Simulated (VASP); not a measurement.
Input of a VASP 6.6.1 run:

The input INCAR:

```
SYSTEM = Rh
PREC = Accurate ; ENCUT = 520
EDIFF = 1E-7 ; ISMEAR = 1
SIGMA = 0.6 ; LREAL = .False.
LASPH = .True. ; NELM = 80
ALGO = Normal ; ISIF = 2
LWAVE = .False. ; LCHARG = .False.
GGA = CA ; NBANDS = 14
```

KPOINTS

```
regular mesh
0
Gamma
  14 14 14
  0 0 0
```

File POSCAR:

```
Rh
1.0
    0.0000000000      1.8776226225      1.8776226225
    1.8776226225      0.0000000000      1.8776226225
    1.8776226225      1.8776226225      0.0000000000
Rh
1
Direct
    0.0000000000      0.0000000000      0.0000000000
```

Potentials or basis: VASP PAW LDA potentials, release 64 (Rh_pv).

The run is started by

```bash
$ cat potpaw_LDA.64/Rh_pv/POTCAR > POTCAR
$ mpirun -np 1 vasp_std > vasp.out
```

**Question.** Estimate the pressure.

**Answer.** 0.6 GPa.
